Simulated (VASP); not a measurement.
Set up this calculation in VASP 6.6.1, as the native input.

- Task: single point
- Functional: PBE
- Potentials or basis: VASP PAW PBE potentials, release 64 (Mn_pv)
- Cutoff: 520 eV
- k mesh: 8 × 8 × 4
- Occupations: tetrahedron
- Spin: no spin polarisation
- Dipole correction: no
- Further INCAR settings: ALGO = Normal; EDIFF = 1e-06; NBANDS = 20

The structure of Mn lies in POSCAR:

```
Mn
1.0
    1.2314460000      2.1329270000      0.0000000000
   -1.2314460000      2.1329270000      0.0000000000
    0.0000000000      0.0000000000      4.6447100000
Mn
2
Direct
    0.3333300000      0.3333400000      0.2500000000
    0.6666600000      0.6666700000      0.7500000000
```

These files were run (other wordings do the same):

INCAR

```
ALGO     = Normal         # electronic algorithm
EDIFF    = 1E-6           # SCF threshold, eV
ENCUT    = 520            # plane-wave cutoff, eV
GGA      = PE             # functional
ISIF     = 2              # what is computed and relaxed
ISMEAR   = -5             # smearing method
LASPH    = True           # aspherical terms in the spheres
LCHARG   = False          # write CHGCAR
LREAL    = False          # projectors in reciprocal space
LWAVE    = False          # write WAVECAR
NBANDS   = 20             # bands
NELM     = 80             # most SCF steps
PREC     = Accurate       # precision mode
SIGMA    = 0.1            # smearing width, eV
```

KPOINTS

```
k-points
0
Gamma
  8 8 4
```

Potentials or basis: VASP PAW PBE potentials, release 64 (Mn_pv).

Command:

```sh
$ cat potpaw_PBE.64/Mn_pv/POTCAR > POTCAR
$ mpirun -np 1 vasp_std > vasp.out
```

It gave:

```yaml
Pressure: -22.6 GPa
Band_gap_on_the_k_mesh: zero (band 13 reaches 9.44 eV, above the bottom of band 14 at 8.03 eV)
```

Caveat: the k points lie up to 0.37 Å⁻¹ apart; the run has no spin polarisation, though such a crystal can be magnetic; tetrahedron occupations give inexact forces and stress in metals.

Wall time 28 s on 1 thread of AMD EPYC 7R43 64-Core Processor (Zen 3), with other jobs on the host, peak memory 0.11 GiB.
